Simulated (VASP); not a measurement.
# K: single point with LDA

Crystal: K.

```
K
1.0
     4.10279    0.00000    0.00000
     0.00000    4.10279    0.00000
     0.00000    0.00000    4.10279
K
1
Direct
  0.00000 0.00000 0.00000
```

```yaml
Program: VASP 6.6.1
Task: single point
Functional: LDA
Potentials_or_basis: VASP PAW LDA potentials, release 64 (K_sv)
Cutoff: 520 eV
k_mesh: 13 × 13 × 13
Occupations: fermi-dirac, width 0.1 eV
Spin: no spin polarisation
```

```yaml
Pressure: 0.0 GPa
```

Levels at points of the mesh, in eV from the Fermi level:
```
           k point  band 3  band 4  band 5  band 6  band 7  band 8
(0.00, 0.00, 0.00)  -15.61  -15.61   -2.26    2.79    2.79    6.33
```

It took 20 s on 1 thread of AMD EPYC 9R14 (Zen 4), on a shared host, peak memory 0.15 GiB.
